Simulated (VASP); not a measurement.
# KCl in VASP: a series of runs

KCl is run at these levels: PBE, r2SCAN; tasks: single point.

Program: VASP 6.6.1. These are calculated values, not measurements. Logs are shortened: lines on timing, memory, paths and dates and some standing lists are left out, and cuts for length are marked.

**1. The cell of the first run**

It takes space group P4/mmm (No. 123, tetragonal). The conventional cell has a = 3.555 Å, b = 3.555 Å, c = 3.771 Å, α = 90.00°, β = 90.00°, γ = 90.00°. K (site symmetry 4/mmm) has 8 Cl at 3.14 Å and 6 K at 3.56 to 3.77 Å within 4.1 Å. Within 4.1 Å of Cl (site symmetry 4/mmm) lie 8 K at 3.14 Å and 6 Cl at 3.56 to 3.77 Å.

**2. Single point, PBE (biaxial xy strain -5.7%)**

File INCAR:

```
SYSTEM = KCl
PREC = Accurate ; ENCUT = 520
EDIFF = 1E-6 ; ISMEAR = -1
SIGMA = 0.02 ; LREAL = .FALSE.
LASPH = .TRUE. ; NELM = 80
ALGO = Normal ; ISIF = 2
LWAVE = .FALSE. ; LCHARG = .FALSE.
GGA = PE ; NBANDS = 15
```

File KPOINTS:

```
Automatic mesh
0
G
  8 8 8
  0 0 0
```

File POSCAR:

```
KCl
1.0
    3.5550803456      0.0000000000      0.0000000000
    0.0000000000      3.5550803456      0.0000000000
    0.0000000000      0.0000000000      3.7711682885
K Cl
1 1
Direct
    0.0000000000      0.0000000000      0.0000000000
    0.5000000000      0.5000000000      0.5000000000
```

Potentials or basis: VASP PAW PBE potentials, release 64 (K_sv, Cl).

Run with:

```
$ cat potpaw_PBE.64/K_sv/POTCAR potpaw_PBE.64/Cl/POTCAR > POTCAR
$ mpirun -np 1 vasp_std > vasp.out
```

OUTCAR:

```text
SYSTEM = KCl
   PREC = Accurate
   ENCUT = 520
   EDIFF = 1E-6
   ISMEAR = -1
   LREAL = .FALSE.
   LASPH = .TRUE.
   NELM = 80
   ISIF = 2
   GGA = PE

 ion  position               nearest neighbor table
   1  0.000  0.000  0.000-   2 3.14   2 3.14   2 3.14   2 3.14   2 3.14   2 3.14   2 3.14   2 3.14

   2  0.500  0.500  0.500-   1 3.14   1 3.14   1 3.14   1 3.14   1 3.14   1 3.14   1 3.14   1 3.14

  LATTYP: Found a simple tetragonal cell.
 ALAT       =     3.5550803456
 C/A-ratio  =     1.0607828577

  Lattice vectors:

 A1 = (   3.5550803456,   0.0000000000,   0.0000000000)
 A2 = (   0.0000000000,   3.5550803456,   0.0000000000)
 A3 = (   0.0000000000,   0.0000000000,   3.7711682885)

Analysis of symmetry for initial positions (statically):
=====================================================================
 Subroutine PRICEL returns:
 Original cell was already a primitive cell.

 Routine SETGRP: Setting up the symmetry group for a
 simple tetragonal supercell.

 Subroutine GETGRP returns: Found 16 space group operations
 (whereof 16 operations were pure point group operations)
 out of a pool of 16 trial point group operations.

The static configuration has the point symmetry D_4h.

Analysis of symmetry for dynamics (positions and initial velocities):
=====================================================================
 Subroutine PRICEL returns:
 Original cell was already a primitive cell.

 Routine SETGRP: Setting up the symmetry group for a
 simple tetragonal supercell.

 Subroutine GETGRP returns: Found 16 space group operations
 (whereof 16 operations were pure point group operations)
 out of a pool of 16 trial point group operations.

The dynamic configuration has the point symmetry D_4h.

 Subroutine INISYM returns: Found 16 space group operations
 (whereof 16 operations are pure point group operations),
 and found     1 'primitive' translations

----------------------------------------------------------------------------------------

                                     Primitive cell

  volume of cell :      47.6623

  direct lattice vectors                    reciprocal lattice vectors
     3.555080346  0.000000000  0.000000000     0.281287595  0.000000000  0.000000000
     0.000000000  3.555080346  0.000000000     0.000000000  0.281287595  0.000000000
     0.000000000  0.000000000  3.771168289     0.000000000  0.000000000  0.265169816

  length of vectors
     3.555080346  3.555080346  3.771168289     0.281287595  0.281287595  0.265169816

  position of ions in fractional coordinates (direct lattice)
     0.000000000  0.000000000  0.000000000
     0.500000000  0.500000000  0.500000000

  ion indices of the primitive-cell ions
   primitive index   ion index
                 1           1
                 2           2

----------------------------------------------------------------------------------------

 KPOINTS: Automatic mesh

Automatic generation of k-mesh.
 Grid dimensions read from file:
 generate k-points for:    8    8    8

 Generating k-lattice:

  Cartesian coordinates                     Fractional coordinates (reciprocal lattice)
     0.035160949  0.000000000  0.000000000     0.125000000  0.000000000  0.000000000
     0.000000000  0.035160949  0.000000000     0.000000000  0.125000000  0.000000000
     0.000000000  0.000000000  0.033146227     0.000000000  0.000000000  0.125000000

  Length of vectors
     0.035160949  0.035160949  0.033146227

  Shift w.r.t. Gamma in fractional coordinates (k-lattice)
     0.000000000  0.000000000  0.000000000

 Subroutine IBZKPT returns following result:
 ===========================================

 Found     75 irreducible k-points:

 Following reciprocal coordinates:
            Coordinates               Weight
  0.000000  0.000000  0.000000      1.000000
  0.125000  0.000000  0.000000      4.000000
  0.250000  0.000000  0.000000      4.000000
  0.375000  0.000000  0.000000      4.000000
  0.500000  0.000000  0.000000      2.000000
  0.125000  0.125000  0.000000      4.000000
[... 16 lines left out ...]
  0.375000  0.125000  0.125000     16.000000
  0.500000  0.125000  0.125000      8.000000
 [... further k-points ...]
   k-points           NKPTS =     75   k-points in BZ     NKDIM =     75   number of bands    NBANDS=     15
   number of dos      NEDOS =    301   number of ions     NIONS =      2
   total plane-waves  NPLWV =  21952
   dimension x,y,z NGX =    28 NGY =   28 NGZ =   28
   dimension x,y,z NGXF=    56 NGYF=   56 NGZF=   56
   ions per type =               1   1
   NGX,Y,Z   is equivalent  to a cutoff of  13.09, 13.09, 12.34 a.u.
   NGXF,Y,Z  is equivalent  to a cutoff of  26.19, 26.19, 24.69 a.u.
 SYSTEM =  KCl
   PREC   = accura    normal or accurate (medium, high low for compatibility)
   ISTART =      0    job   : 0-new  1-cont  2-samecut
   ICHARG =      2    charge: 1-file 2-atom 10-const
   ISPIN  =      1    spin polarized calculation?
   LNONCOLLINEAR =      F non collinear calculations
   LSORBIT =      F    spin-orbit coupling
   LASPH  =      T    aspherical Exc in radial PAW
   ENCUT  =  520.0 eV  38.22 Ry    6.18 a.u.   6.61  6.61  7.01*2*pi/ulx,y,z
   NELM   =     80;   NELMIN=  2; NELMDL= -5     # of ELM steps
   EDIFF  = 0.1E-05   stopping-criterion for ELM
   LREAL  =      F    real-space projection
   EDIFFG = 0.1E-04   stopping-criterion for IOM
   NSW    =      0    number of steps for IOM
   IBRION =     -1    ionic relax: 0-MD 1-quasi-New 2-CG
   NFREE  =      0    steps in history (QN), initial steepest desc. (CG)
   ISIF   =      2    stress and relaxation
   ISYM   =      2    0-nonsym 1-usesym 2-fastsym
   POTIM  = 0.5000    time-step for ionic-motion
   TEBEG  =    0.0;   TEEND  =   0.0 temperature during run
   PSTRESS=    0.0 pullay stress
   NELECT =      16.0000    total number of electrons
   NUPDOWN=      -1.0000    fix difference up-down
   EMIN   =  10.00;   EMAX   =-10.00  energy-range for DOS
   EFERMI =   0.00;   METHOD = LEGACY
   ISMEAR =    -1;   SIGMA  =   0.02  broadening in eV -4-tet -1-fermi 0-gaus
   EFERMI_NEDOS =   21; number of points for ismear=-14 and -15
   IALGO  =     38    algorithm
   IMIX   =      4    mixing-type and parameters
     AMIX     =   0.40;   BMIX     =  1.00
     AMIX_MAG =   1.60;   BMIX_MAG =  1.00
  volume/ion in A,a.u.               =      23.83       160.82
  Fermi-wavevector in a.u.,A,eV,Ry     =   1.137775  2.150084 17.613192  1.294533
  Thomas-Fermi vector in A             =   2.274480
   LORBIT       =      0    0 simple, 1 ext, 2 COOP (PROOUT), +10 PAW based schemes
   GGA     = PE    functional components
   LHFCALC =     F    Hartree Fock is set to
   AEXX    =    0.0000 exact exchange contribution
   IVDW    =     0    specifies the selected vdW correction
   LEPSILON=     F    determine dielectric tensor
   LRPA    =     F    only Hartree local field effects (RPA)
 non-spin polarized calculation
  energy-cutoff  :      520.00
  volume of cell :       47.66
 maximum number of plane-waves:      1298
 NGX is ok and might be reduce to    28
   NGX = 13   NGY = 13   NGZ = 15

 number of electron      16.0000002 magnetization

 Free energy of the ion-electron system (eV)
  ---------------------------------------------------
  ext. energy  EPLUGINS =         0.00000000
  ---------------------------------------------------
  free energy    TOTEN  =        -6.52255494 eV

  energy without entropy =       -6.52255494  energy(sigma->0) =       -6.52255494

 E-fermi :   0.7476     XC(G=0):  -8.8413

 val. band max:        0.2376749994   @ k =   0.5000   0.0000   0.5000
 cond. band min:       5.6351585883   @ k =   0.0000   0.0000   0.0000
 fundamental gap:      5.3974835889
 Fermi energy:         0.7476316259

 k-point     1 :       0.0000    0.0000    0.0000
  band No.  band energies     occupation
      1     -27.7193      2.00000
      2     -12.8150      2.00000
      3     -11.0958      2.00000
      4     -11.0386      2.00000
      5     -11.0386      2.00000
      6      -0.3473      2.00000
      7       0.0174      2.00000
      8       0.0174      2.00000
      9       5.6352      0.00000
     10       6.4306      0.00000
     11       6.6023      0.00000
     12      11.0448      0.00000
     13      11.0448      0.00000
     14      11.5020      0.00000
     15      14.0169      0.00000

 k-point     2 :       0.1250    0.0000    0.0000
  band No.  band energies     occupation
      1     -27.7123      2.00000
      2     -12.8420      2.00000
      3     -11.0851      2.00000
      4     -11.0297      2.00000
      5     -11.0282      2.00000
      6      -0.3961      2.00000
      7      -0.3578      2.00000
      8       0.0160      2.00000
      9       5.9929      0.00000
     10       6.6632      0.00000
     11       7.0437      0.00000
     12      10.9651      0.00000
     13      11.1446      0.00000
     14      11.3869      0.00000
     15      13.7509      0.00000

 k-point     3 :       0.2500    0.0000    0.0000
  band No.  band energies     occupation
      1     -27.6953      2.00000
      2     -12.9150      2.00000
      3     -11.0593      2.00000
      4     -11.0081      2.00000
      5     -10.9877      2.00000
      6      -1.2176      2.00000
      7      -0.3849      2.00000
      8       0.0115      2.00000
      9       6.7706      0.00000
     10       7.2469      0.00000
     11       8.1692      0.00000
     12      10.8591      0.00000
     13      11.1852      0.00000
     14      11.4141      0.00000
     15      12.4059      0.00000

 k-point     4 :       0.3750    0.0000    0.0000
  band No.  band energies     occupation
      1     -27.6781      2.00000
      2     -12.9972      2.00000
      3     -11.0332      2.00000
      4     -10.9863      2.00000
      5     -10.9272      2.00000
      6      -1.8980      2.00000
      7      -0.4140      2.00000
      8       0.0054      2.00000
      9       7.5881      0.00000
     10       8.1711      0.00000
     11       9.1804      0.00000
     12      10.9156      0.00000
     13      11.0230      0.00000
     14      11.0962      0.00000
     15      11.7410      0.00000
[... 307 lines left out ...]
 k-point    22 :       0.2500    0.1250    0.1250
  band No.  band energies     occupation
      1     -27.6850      2.00000
      2     -12.8665      2.00000
      3     -11.1636      2.00000
      4     -11.0829      2.00000
      5     -10.8957      2.00000
      6      -1.1365      2.00000
      7      -0.5684      2.00000
      8      -0.2833      2.00000
      9       7.2847      0.00000
     10       7.7665      0.00000
     11       8.3414      0.00000
     12      10.3046      0.00000
     13      10.5374      0.00000
     14      11.2921      0.00000
     15      13.3030      0.00000

 k-point    23 :       0.3750    0.1250    0.1250
  band No.  band energies     occupation
      1     -27.6683      2.00000
      2     -12.8869      2.00000
      3     -11.1367      2.00000
      4     -11.0566      2.00000
      5     -10.9387      2.00000
      6      -1.7323      2.00000
      7      -0.5569      2.00000
      8      -0.2274      2.00000
      9       7.8700      0.00000
     10       8.3153      0.00000
     11       9.0004      0.00000
     12      10.2383      0.00000
     13      10.5079      0.00000
     14      10.9127      0.00000
     15      12.4618      0.00000

 k-point    24 :       0.5000    0.1250    0.1250
  band No.  band energies     occupation
      1     -27.6613      2.00000
      2     -12.9010      2.00000
      3     -11.0682      2.00000
      4     -11.0434      2.00000
      5     -11.0082      2.00000
      6      -1.9600      2.00000
      7      -0.5554      2.00000
      8      -0.1985      2.00000
      9       8.1927      0.00000
     10       8.6178      0.00000
     11       8.9055      0.00000
     12      10.1340      0.00000
     13      10.8265      0.00000
     14      10.9454      0.00000
     15      12.1251      0.00000

 [... further k-points ...]
[... 5 lines left out ...]
  --------------------------------------------------------------------------------------
  -------------------------------------------------------------------------------------
  Total        1.7336250      1.7336250      0.8258093      0.0000000      0.0000000      0.0000000
  in kB       58.2761679     58.2761679     27.7597515      0.0000000      0.0000000      0.0000000
  external PRESSURE =      48.1040291 kB  Pullay stress =       0.0000000 kB

 VOLUME and BASIS-vectors are now :
 -----------------------------------------------------------------------------
  energy-cutoff  :      520.00
  volume of cell :       47.66
      direct lattice vectors                 reciprocal lattice vectors
     3.555080346  0.000000000  0.000000000     0.281287595  0.000000000  0.000000000
     0.000000000  3.555080346  0.000000000     0.000000000  0.281287595  0.000000000
     0.000000000  0.000000000  3.771168289     0.000000000  0.000000000  0.265169816

 POSITION                                       TOTAL-FORCE (eV/Angst)
 -----------------------------------------------------------------------------------
      0.00000      0.00000      0.00000         0.000000      0.000000      0.000000
      1.77754      1.77754      1.88558         0.000000      0.000000      0.000000
 -----------------------------------------------------------------------------------
    total drift:                               -0.000000      0.000000      0.000000

  FREE ENERGIE OF THE ION-ELECTRON SYSTEM (eV)
  ---------------------------------------------------
  free  energy   TOTEN  =        -6.5225549407 eV

  energy  without entropy=       -6.5225549407  energy(sigma->0) =       -6.52255494
```

It took 26 s on 1 thread of Intel Xeon Platinum 8488C (Sapphire Rapids), shared host; peak memory 0.19 GiB.

Results:

```
Free energy            : -6.5226 eV
Pressure               : 4.8 GPa
Band gap on the k mesh : 5.40 eV, indirect (least direct gap 5.62 eV)
```

Stress tensor (GPa, compression positive):
```
5.83 0.00 0.00
0.00 5.83 0.00
0.00 0.00 2.78
```

Caveat: the cell differs from its parent crystal (biaxial xy strain -5.7%).

**3. Single point, PBE (epitaxial xy strain -0.5%)**

File INCAR:

```
SYSTEM = KCl
ALGO = Normal
EDIFF = 1E-7
ENCUT = 520
GGA = PE
ISIF = 2
ISMEAR = -1
LASPH = .TRUE.
LCHARG = .TRUE.
LELF = .TRUE.
LREAL = .FALSE.
LVHAR = .TRUE.
LWAVE = .FALSE.
NBANDS = 15
NELM = 100
PREC = Accurate
SIGMA = 0.02
```

File KPOINTS:

```
k-points
0
G
  8 8 8
  0 0 0
```

File POSCAR:

```
KCl
1.0
    3.7519353303      0.0000000000      0.0000000000
    0.0000000000      3.7519353303      0.0000000000
    0.0000000000      0.0000000000      3.7760141452
K Cl
1 1
Direct
    0.0000000000      0.0000000000      0.0000000000
    0.5000000000      0.5000000000      0.5000000000
```

Potentials or basis: VASP PAW PBE potentials, release 64 (K_sv, Cl).

Run with:

```
$ cat potpaw_PBE.64/K_sv/POTCAR potpaw_PBE.64/Cl/POTCAR > POTCAR
$ mpirun -np 1 vasp_std > vasp.out
```

Wall time 27 s (1 thread of Intel Xeon Platinum 8488C (Sapphire Rapids), shared host); peak memory 0.19 GiB.

It converged, with:

```
Free energy            : -6.6412 eV
Pressure               : 1.3 GPa
Band gap on the k mesh : 5.06 eV, indirect (least direct gap 5.27 eV)
```

Stress tensor (GPa, compression positive):
```
1.41 0.00 0.00
0.00 1.41 0.00
0.00 0.00 1.12
```

Levels at points of the mesh, in eV from the valence-band top:
```tsv
k point	band 6	band 7	band 8	band 9	band 10	band 11
(0.00, 0.00, 0.00)	-0.25	-0.21	-0.21	5.06	6.49	6.51
(0.50, 0.00, 0.00)	-1.94	-0.27	-0.23	7.94	8.01	8.60
(0.50, 0.50, 0.00)	-1.30	-1.30	-0.03	6.23	7.32	8.95
(0.00, 0.00, 0.50)	-1.93	-0.24	-0.24	7.93	8.01	8.56
(0.50, 0.00, 0.50)	-1.31	-1.29	0.00	6.21	7.37	9.00
(0.50, 0.50, 0.50)	-1.47	-1.47	-1.46	8.99	9.01	9.01
```

Caveat: the cell differs from its parent crystal (epitaxial xy strain -0.5%). A k mesh can miss the band edges.

**4. Single point, r2SCAN (biaxial xy strain -5.7%)**

File POSCAR:

```
KCl
1.0
    3.5550803456      0.0000000000      0.0000000000
    0.0000000000      3.5550803456      0.0000000000
    0.0000000000      0.0000000000      3.7711682885
K Cl
1 1
Direct
    0.0000000000      0.0000000000      0.0000000000
    0.5000000000      0.5000000000      0.5000000000
```

File INCAR.step1:

```
SYSTEM = KCl
  PREC = Accurate
  ENCUT = 520
  ISMEAR = 0
  SIGMA = 0.01
  LREAL = .False.
  LASPH = .True.
  NELM = 80
  NBANDS = 15
  GGA = PE
  ALGO = Normal
  EDIFF = 1E-4
  LWAVE = .True.
  LCHARG = .False.
```

File INCAR.step2:

```
SYSTEM = KCl
  PREC = Accurate
  ENCUT = 520
  EDIFF = 1E-6
  ISMEAR = 0
  SIGMA = 0.01
  LREAL = .False.
  LASPH = .True.
  NELM = 80
  ALGO = Normal
  ISIF = 2
  LWAVE = .False.
  LCHARG = .True.
  METAGGA = R2SCAN
  LMIXTAU = .True.
  LELF = .True.
  LVHAR = .True.
  NBANDS = 15
  ISTART = 1
```

File KPOINTS:

```
Automatic mesh
0
Gamma
  8 8 8
  0 0 0
```

Run with:

```
$ cat potpaw_PBE.64/K_sv/POTCAR potpaw_PBE.64/Cl/POTCAR > POTCAR
$ cp INCAR.step1 INCAR
$ mpirun -np 1 vasp_std > vasp.out
$ cp INCAR.step2 INCAR
$ mpirun -np 1 vasp_std > vasp.out
```

Run time: 1.7 min. Hardware: 1 thread of Intel Xeon Platinum 8488C (Sapphire Rapids), shared host; peak memory 0.19 GiB.

The run converged. Its results:

| Property | Result |
| --- | --- |
| Free energy | -16.3279 eV |
| Pressure | 3.6 GPa |
| Band gap on the k mesh | 6.17 eV, indirect (least direct gap 6.39 eV) |

Stress tensor (GPa, compression positive):
```
4.64 0.00 0.00
0.00 4.64 0.00
0.00 0.00 1.49
```

Levels at points of the mesh, in eV from the valence-band top:
| k point | band 6 | band 7 | band 8 | band 9 | band 10 | band 11 |
| --- | --- | --- | --- | --- | --- | --- |
| (0.00, 0.00, 0.00) | -0.60 | -0.22 | -0.22 | 6.17 | 6.79 | 6.94 |
| (0.50, 0.00, 0.00) | -2.40 | -0.67 | -0.23 | 8.46 | 9.24 | 10.06 |
| (0.50, 0.50, 0.00) | -1.62 | -1.62 | -0.32 | 6.83 | 7.68 | 9.24 |
| (0.00, 0.00, 0.50) | -2.35 | -0.32 | -0.32 | 8.34 | 9.26 | 9.54 |
| (0.50, 0.00, 0.50) | -1.71 | -1.52 | 0.00 | 6.75 | 8.29 | 9.76 |
| (0.50, 0.50, 0.50) | -1.95 | -1.95 | -1.82 | 9.74 | 10.07 | 10.07 |

Caveat: the cell differs from its parent crystal (biaxial xy strain -5.7%); the PAW data sets were made with another functional, which shifts forces and pressure a little.

(Part 1 of 2 ends here.)
